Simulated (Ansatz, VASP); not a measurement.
One calculation of Be3Zn2Se5, two programs

```
Be Zn Se
1.0
     0.00000   -3.79936    0.00000
     3.79936    0.00000    0.00000
    -1.89968    1.89968   13.65553
Be Zn Se
3 2 5
Direct
  0.00000 0.00000 0.00000
  0.59212 0.59212 0.18424
  0.40788 0.40788 0.81576
  0.19397 0.19397 0.38793
  0.80603 0.80603 0.61207
  0.63742 0.13742 0.27485
  0.25000 0.75000 0.50000
  0.86258 0.36258 0.72515
  0.45400 0.95400 0.90800
  0.04600 0.54600 0.09200
```

Alike in both runs: task single point; functional PBE; k mesh 4 × 4 × 4; occupations gaussian, width 0.1 eV; no spin polarisation.

|  | VASP | Ansatz |
| --- | --- | --- |
| version | VASP 6.6.1 | Ansatz 0.2.0 |
| potentials or method | VASP PAW PBE potentials, release 64 (Be, Zn, Se), cutoff 520 eV | scalar-relativistic, plane waves, PAW |
| valence electrons in the cell | 60 | 110 |

Ansatz gave:

* gap on the k mesh at the Fermi level (eV): 2.36
* least direct gap on the mesh (eV): 2.36
* pressure (GPa): 0.1
* traceless stress, the component that is largest in VASP (GPa): -0.37
* rms of the force components (eV/Å): 0.007

Question: Estimate VASP's values.

Answer: gap on the k mesh at the Fermi level (eV): 2.36; least direct gap on the mesh (eV): 2.36; pressure (GPa): 0.3; traceless stress, the component that is largest in VASP (GPa): -0.37; rms of the force components (eV/Å): 0.011.

Atom by atom the forces differ by 0.003 eV/Å (rms over components). VASP's potentials hold 60 valence electrons a cell and Ansatz's 110, so a difference there can come from the potentials and not from the codes.
